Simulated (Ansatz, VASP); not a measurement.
# Si in VASP and in Ansatz

```
Si
1.0
     0.00000    5.43000    5.43000
     5.43000    0.00000    5.43000
     5.43000    5.43000    0.00000
Si
17
Direct
  0.99981 0.00037 0.99852
  0.12144 0.12175 0.12811
  0.99977 0.00088 0.50047
  0.12458 0.12508 0.62492
  0.99325 0.50210 0.00173
  0.12172 0.62793 0.12776
  0.99972 0.49866 0.50014
  0.12121 0.62849 0.62140
  0.50173 0.99327 0.00227
  0.62756 0.12199 0.12794
  0.49822 0.00042 0.50028
  0.62748 0.12209 0.62197
  0.50187 0.50208 0.00206
  0.62484 0.62483 0.12480
  0.50150 0.50241 0.49323
  0.62745 0.62801 0.62194
  0.37454 0.37490 0.87478
```

Alike in both runs: functional PBE; k mesh 2 × 2 × 2; occupations fermi-dirac, width 0.05 eV; no spin polarisation.

Ansatz relaxed the structure, and its values are those at the end. VASP's run is a single point on that final structure, the one shown.

|  | VASP | Ansatz |
| --- | --- | --- |
| version | VASP 6.6.1 | Ansatz 0.2.0 |
| potentials or method | VASP PAW PBE potentials, release 64 (Si), cutoff 520 eV | scalar-relativistic, plane waves, PAW |
| valence electrons in the cell | 68 | 68 |

Ansatz gave:

```
rms of the force components (eV/Å) : 0.007
```

**Question.** Which values does VASP return?

**Answer.** rms of the force components (eV/Å): 0.008.

The k mesh is coarse, so the values compare programs but aren't converged.
